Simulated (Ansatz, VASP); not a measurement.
# One calculation of SiO2, two programs

INCAR

```
SYSTEM = SiO2
PREC = Accurate
ENCUT = 520
EDIFF = 1E-6
ISMEAR = 0
SIGMA = 0.05
LREAL = .False.
LASPH = .True.
NELM = 60
ALGO = Normal
ISIF = 2
LWAVE = .False.
LCHARG = .False.
GGA = PE
NBANDS = 25
```

File KPOINTS:

```
Automatic mesh
0
Gamma
  6 6 8
  0 0 0
```

The input POSCAR:

```
SiO2
1.0
    4.2358788249      0.0000000000      0.0000000000
    0.0000000000      4.2358788249      0.0000000000
    0.0000000000      0.0000000000      2.8512000000
Si O
2 4
Direct
    0.5000000000      0.5000000000      0.5000000000
    0.0000000000      0.0000000000      0.0000000000
    0.6930127928      0.6930127928      0.0000000000
    0.1930127928      0.8069872072      0.5000000000
    0.3069872072      0.3069872072      0.0000000000
    0.8069872072      0.1930127928      0.5000000000
```

Input for Ansatz:

```yaml
crystal:
  lattice:
    - [4.2358788249, 0.0, 0.0]
    - [0.0, 4.2358788249, 0.0]
    - [0.0, 0.0, 2.8512]
  atoms:
    - { symbol: Si, position: [0.5, 0.5, 0.5] }
    - { symbol: Si, position: [0.0, 0.0, 0.0] }
    - { symbol: O, position: [0.6930127928, 0.6930127928, 0.0] }
    - { symbol: O, position: [0.1930127928, 0.8069872072, 0.5] }
    - { symbol: O, position: [0.3069872072, 0.3069872072, 0.0] }
    - { symbol: O, position: [0.8069872072, 0.1930127928, 0.5] }
basis:
  ecutwfc: 520.0
kpoints:
  mp_grid: { grid: [6, 6, 8] }
hamiltonian:
  xc: pbe
  pseudopotentials: { kind: paw, azcp: { folder: soft_1 } }
scf:
  occupations: { method: gaussian, width: 0.05 }
output:
  forces: true
  stress: true
  eigenvalues: true
```

Alike in both runs: task single point; functional PBE; k mesh 6 × 6 × 8; occupations gaussian, width 0.05 eV; no spin polarisation.

|  | VASP | Ansatz |
| --- | --- | --- |
| version | VASP 6.6.1 | Ansatz 0.2.0 |
| potentials or method | VASP PAW PBE potentials, release 64 (Si, O), cutoff 520 eV | scalar-relativistic, plane waves, PAW |
| valence electrons in the cell | 32 | 32 |

```tsv
	VASP	Ansatz	Ansatz less VASP
gap on the k mesh at the Fermi level (eV)	3.81	3.83	+0.021
least direct gap on the mesh (eV)	3.81	3.83	+0.021
pressure (GPa)	-17.0	-17.3	-0.23
traceless stress, the component that is largest in VASP (GPa)	-15.90	-16.19	-0.287
rms of the force components (eV/Å)	0.068	0.065	-0.0029
```

Atom by atom the forces differ by 0.003 eV/Å (rms over components). The functional is the same, so the differences come from potentials, cutoffs and numerics.
